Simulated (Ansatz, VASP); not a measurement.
## BN: VASP beside Ansatz

```xyz
2
Lattice="0.0000 1.8012 1.8012 1.8012 0.0000 1.8012 1.8012 1.8012 0.0000" Properties=species:S:1:pos:R:3 pbc="T T T"
B     0.0000    0.0000    0.0000
N     0.9006    0.9006    0.9006
```

Alike in both runs: task single point; functional r2SCAN; k mesh 12 × 12 × 12; no spin polarisation.

|  | VASP | Ansatz |
| --- | --- | --- |
| version | VASP 6.6.1 | Ansatz 0.2.0 |
| potentials or method | VASP PAW PBE potentials, release 64 (B, N) | scalar-relativistic, plane waves, PAW |
| plane-wave cutoff (eV) | 660 | 500 |
| occupations | gaussian, width 0.01 eV | fixed |
| valence electrons in the cell | 8 | 8 |

Ansatz gave:

- pressure (GPa): 2.4

Problem. What did VASP give for the same quantities?

Solution. Pressure (GPa): 3.6.

VASP's potentials were made for PBE, not for r2SCAN.
